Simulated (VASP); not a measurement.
The system is Au.

```xyz
1
Lattice="0.0000 2.0856 2.0856 2.0856 0.0000 2.0856 2.0856 2.0856 0.0000" Properties=species:S:1:pos:R:3 pbc="T T T"
Au    0.0000    0.0000    0.0000
```

- Program: VASP 6.6.1
- Task: relaxation of cell and atoms
- Functional: PBEsol
- Potentials or basis: VASP PAW PBE potentials, release 64 (Au)
- Cutoff: 600 eV
- k mesh: 8 × 8 × 8
- Occupations: gaussian, width 0.1 eV
- Spin: no spin polarisation

At the start: pressure -8.7 GPa; volume 18.14 Å³/atom.

Task: Where does the relaxation end?

Result: Over 3 steps the energy falls by 30.6 meV/atom and the volume is 17.12 Å³/atom (-5.7 %); space group Fm-3m (No. 225, to 0.05 Å).

Step by step:
```csv
step,energy change (eV),largest force (eV/Å),pressure (GPa),volume (Å³)
1,0.0000,0.0000,-8.72,18.14
2,0.0470,0.0000,19.29,15.67
3,-0.0306,0.0000,-0.25,17.12
```

Final structure:
```cif
data_structure
_symmetry_space_group_name_H-M 'P 1'
_symmetry_Int_Tables_number 1
_cell_length_a 2.8928
_cell_length_b 2.8928
_cell_length_c 2.8928
_cell_angle_alpha 60.000
_cell_angle_beta 60.000
_cell_angle_gamma 60.000
_cell_volume 17.12
loop_
_atom_site_label
_atom_site_type_symbol
_atom_site_fract_x
_atom_site_fract_y
_atom_site_fract_z
_atom_site_occupancy
Au1 Au 0.00000 0.00000 0.00000 1
```

Caveat: the PAW data sets were made with another functional, which shifts forces and pressure a little.
